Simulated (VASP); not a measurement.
Runs of VASP 6.6.1 on MoS2. The structure is that of space group R3m (No. 160), or close to it. The cells are those of the table. 

```csv
cell,gap on the mesh (eV),pressure (GPa),largest force (eV/Å)
"a = 6.259 Å, angles 28.7°, 3 atoms",0.83,4.7,0.30
"a = 6.103 Å, angles 30.4°, 3 atoms",(b),0.5,0.55
"a = 6.431 Å, angles 27.9°, 3 atoms",0.95,-0.5,0.54
"a = 6.181 Å, angles 29.6°, 3 atoms",0.75,2.5,0.42
"a = 6.095 Å, angles 30.0°, 3 atoms",0.57,5.4,0.87
"a = 6.424 Å, angles 27.5°, 3 atoms",(a),(c),0.24
"a = 6.455 Å, angles 29.1°, 3 atoms",(d),-11.5,1.25
```

Alike in all rows: task single point; level PBE+D3(BJ); potentials or basis VASP PAW PBE potentials, release 64 (Mo_sv, S); no spin polarisation; k mesh 12 × 12 × 12; cutoff (eV) 520; smearing gaussian 0.05 eV.

Problem. Fill in the values left out.

Solution. (a) 1.00; (b) 0.41; (c) 4.5; (d) 0.87.

Caveats: the cell stands under pressure (at least some runs); the cell stands under tension (at least some runs); forces of over 1 eV/Å act on the atoms, so gaps and moduli don't describe the material at rest (at least some runs).

A k mesh can miss the band edges, and the runs leave out spin-orbit coupling on Mo.
